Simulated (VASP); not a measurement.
Write the native input for VASP 6.6.1 that does the following.

```
Task                   : single point
Functional             : PBE
Potentials or basis    : VASP PAW PBE potentials, release 64 (Pb_d, Te)
Cutoff                 : 500 eV
k mesh                 : 4 × 4 × 4
Occupations            : gaussian, width 0.05 eV
Spin                   : no spin polarisation
Dipole correction      : no
Further INCAR settings : ALGO = Normal; EDIFF = 1e-06; NBANDS = 17
```

The structure of TePb lies in POSCAR:

```
TePb
1.0
    4.0303167614      0.0000000000      0.0000000000
    0.0000000000      4.0303167614      0.0000000000
    0.0000000000      0.0000000000      4.0303167614
Pb Te
1 1
Direct
    0.0000000000      0.0000000000      0.0000000000
    0.5000000000      0.5000000000      0.5000000000
```

These files were run (other wordings do the same):

INCAR

```
SYSTEM = TePb
PREC = Accurate
ENCUT = 500
EDIFF = 1E-6
ISMEAR = 0
SIGMA = 0.05
LREAL = .FALSE.
LASPH = .TRUE.
NELM = 120
ALGO = Normal
ISIF = 2
LWAVE = .FALSE.
LCHARG = .FALSE.
GGA = PE
NBANDS = 17
GGA_COMPAT = .FALSE.
```

KPOINTS

```
regular mesh
0
G
  4 4 4
  0 0 0
```

Potentials or basis: VASP PAW PBE potentials, release 64 (Pb_d, Te).

The run is started by

```bash
$ cat potpaw_PBE.64/Pb_d/POTCAR potpaw_PBE.64/Te/POTCAR > POTCAR
$ mpirun -np 1 vasp_std > vasp.out
```

It gave:

| Quantity | Value |
| --- | --- |
| Pressure | -0.1 GPa |
| Band gap on the k mesh | zero (band 10 reaches 6.44 eV, above the bottom of band 11 at 5.15 eV) |

Caveat: the k points lie up to 0.39 Å⁻¹ apart; spin-orbit coupling is left out, which moves the levels of the heavy elements.

It took 22 s on 1 thread of Intel Xeon 8259CL, on a shared host, peak memory 0.17 GiB.
